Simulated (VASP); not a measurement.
FeGe, 8 atoms in the cell. It takes space group P2_13 (No. 198, cubic). Conventional cell: a = 4.399 Å, b = 4.399 Å, c = 4.399 Å, α = 90.00°, β = 90.00°, γ = 90.00°. Within 3.0 Å of Fe (site symmetry 3) lie 7 Ge at 2.28 to 2.45 Å and 6 Fe at 2.70 Å. Within 3.0 Å of Ge (site symmetry 3) lie 7 Fe at 2.28 to 2.45 Å and 6 Ge at 2.73 Å. 

```yaml
Program: VASP 6.6.1
Task: single point
Functional: PBEsol
Potentials_or_basis: VASP PAW PBE potentials, release 64 (Fe, Ge_d)
Cutoff: 520 eV
k_mesh: 10 × 10 × 10
Occupations: gaussian, width 0.03 eV
Spin: no spin polarisation
Dipole_correction: no
Further_INCAR_settings: ALGO = Normal; EDIFF = 1e-07; NBANDS = 54
```

Potentials or basis: VASP PAW PBE potentials, release 64 (Fe, Ge_d).

The run is started by

```bash
$ cat potpaw_PBE.64/Fe/POTCAR potpaw_PBE.64/Ge_d/POTCAR > POTCAR
$ mpirun -np 1 vasp_std > vasp.out
```

Hardware: 1 thread of Intel(R) Xeon(R) Platinum 8488C (Sapphire Rapids), with other jobs on the host.

Problem. Estimate the wall time of this run.

Solution. Run time: 4.3 min on 1 thread of Intel(R) Xeon(R) Platinum 8488C (Sapphire Rapids), on a shared host, peak memory 0.38 GiB. Counts: scf iterations 16, k points 76.
